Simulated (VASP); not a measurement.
Crystal: Al2Cu (k07).

```
Al Cu
1.0
     4.10518    0.00000    0.00000
     0.00000    4.10518    0.00000
     0.00000    0.00000    2.89131
Al Cu
2 1
Direct
  0.50000 0.00000 0.50000
  0.00000 0.50000 0.50000
  0.00000 0.00000 0.00000
```

* Program: VASP 6.6.1
* Task: relaxation of cell and atoms
* Functional: LDA
* Potentials or basis: VASP PAW LDA potentials, release 64 (Al, Cu)
* Cutoff: 600 eV
* k mesh: 14 × 14 × 20
* Occupations: gaussian, width 0.1 eV
* Spin: no spin polarisation

At the start: pressure -4.9 GPa; volume 16.24 Å³/atom.

Question: How do energy, volume and symmetry change on relaxing?

Answer: Over 6 steps the energy falls by 14.4 meV/atom and the volume is 15.40 Å³/atom (-5.2 %); space group P4/mmm (No. 123, to 0.05 Å).

Step by step:
```csv
step,energy change (eV),largest force (eV/Å),pressure (GPa),volume (Å³)
1,0.0000,0.0000,-4.91,48.73
2,-0.0363,0.0000,2.22,45.30
3,-0.0419,0.0000,0.09,46.18
4,-0.0430,0.0000,0.11,46.19
5,-0.0432,0.0000,0.08,46.20
6,-0.0432,0.0000,0.01,46.20
```

Final structure:
```cif
data_structure
_symmetry_space_group_name_H-M 'P 1'
_symmetry_Int_Tables_number 1
_cell_length_a 4.0550
_cell_length_b 4.0550
_cell_length_c 2.8099
_cell_angle_alpha 90.000
_cell_angle_beta 90.000
_cell_angle_gamma 90.000
_cell_volume 46.20
loop_
_atom_site_label
_atom_site_type_symbol
_atom_site_fract_x
_atom_site_fract_y
_atom_site_fract_z
_atom_site_occupancy
Al1 Al 0.50000 0.00000 0.50000 1
Al2 Al 0.00000 0.50000 0.50000 1
Cu1 Cu 0.00000 0.00000 0.00000 1
```
